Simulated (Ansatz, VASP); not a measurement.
This is a calculation of ZnS for Ansatz 0.2.0.

input.yaml

```yaml
crystal:
  lattice:
    - [3.8867640791, 0.0, 0.0]
    - [-1.9433820395, 3.366036431, 0.0]
    - [0.0, 0.0, 19.0565534549]
  atoms:
    - { symbol: Zn, position: [0.3333333333, 0.6666666667, 0.83333] }
    - { symbol: Zn, position: [0.6666666667, 0.3333333333, 0.33333] }
    - { symbol: Zn, position: [0.6666666667, 0.3333333333, 0.66667] }
    - { symbol: Zn, position: [0.3333333333, 0.6666666667, 0.16667] }
    - { symbol: Zn, position: [0.0, 0.0, 0.5] }
    - { symbol: Zn, position: [0.0, 0.0, 0.0] }
    - { symbol: S, position: [0.3333333333, 0.6666666667, 0.95833] }
    - { symbol: S, position: [0.6666666667, 0.3333333333, 0.45833] }
    - { symbol: S, position: [0.6666666667, 0.3333333333, 0.79167] }
    - { symbol: S, position: [0.3333333333, 0.6666666667, 0.29167] }
    - { symbol: S, position: [0.0, 0.0, 0.625] }
    - { symbol: S, position: [0.0, 0.0, 0.125] }
hamiltonian:
  xc: { exchange: pbe, correlation: none }
  pseudopotentials: { kind: paw }
kpoints:
  mp_grid: { grid: [8, 8, 2] }
scf:
  occupations: { method: fermi_dirac, width: 0.05 }
output:
  forces: true
  stress: true
  eigenvalues: true
```

Potentials or basis: Ansatz PAW.

The run is started by

```sh
$ ansatz run input.yaml --threads 2 --pin off --max-ram 5120MiB --backend cpu --events-out ev --progress --plain --runs-dir out
```

Q: Set up the same calculation for VASP 6.6.1. Potentials there: VASP PAW PBE potentials, release 64 (Zn, S).

A: As run (the cutoff follows the program's own potentials):

The input INCAR:

```
PREC = Accurate
ENCUT = 520
EDIFF = 1E-6
ISMEAR = -1
SIGMA = 0.05
LREAL = F
LASPH = T
NELM = 60
ALGO = Normal
ISIF = 2
LWAVE = F
LCHARG = F
GGA = PE
ALDAC = 0.0
AGGAC = 0.0
NBANDS = 66
```

Contents of KPOINTS:

```
regular mesh
0
Gamma
  8 8 2
```

Contents of POSCAR:

```
ZnS
1.0
    3.8867640791      0.0000000000      0.0000000000
   -1.9433820395      3.3660364310      0.0000000000
    0.0000000000      0.0000000000     19.0565534549
Zn S
6 6
Direct
    0.3333333333      0.6666666667      0.8333300000
    0.6666666667      0.3333333333      0.3333300000
    0.6666666667      0.3333333333      0.6666700000
    0.3333333333      0.6666666667      0.1666700000
    0.0000000000      0.0000000000      0.5000000000
    0.0000000000      0.0000000000      0.0000000000
    0.3333333333      0.6666666667      0.9583300000
    0.6666666667      0.3333333333      0.4583300000
    0.6666666667      0.3333333333      0.7916700000
    0.3333333333      0.6666666667      0.2916700000
    0.0000000000      0.0000000000      0.6250000000
    0.0000000000      0.0000000000      0.1250000000
```

Potentials or basis: VASP PAW PBE potentials, release 64 (Zn, S).

Run with:

```sh
$ cat potpaw_PBE.64/Zn/POTCAR potpaw_PBE.64/S/POTCAR > POTCAR
$ mpirun -np 1 vasp_std > vasp.out
```

Both were run:

|  | VASP | Ansatz | Ansatz less VASP |
| --- | --- | --- | --- |
| gap on the k mesh at the Fermi level (eV) | 1.93 | 1.93 | -0.006 |
| least direct gap on the mesh (eV) | 1.93 | 1.93 | -0.006 |
| pressure (GPa) | 7.2 | 7.7 | +0.44 |
| traceless stress, the component that is largest in VASP (GPa) | 0.08 | 0.08 | -0.006 |
| rms of the force components (eV/Å) | 0.012 | 0.011 | -0.0001 |

VASP's potentials were made for PBE, not for PBE exchange alone. Atom by atom the forces differ by 0.000 eV/Å (rms over components). With one functional, cell and mesh, what is left measures potentials, basis and numerics.
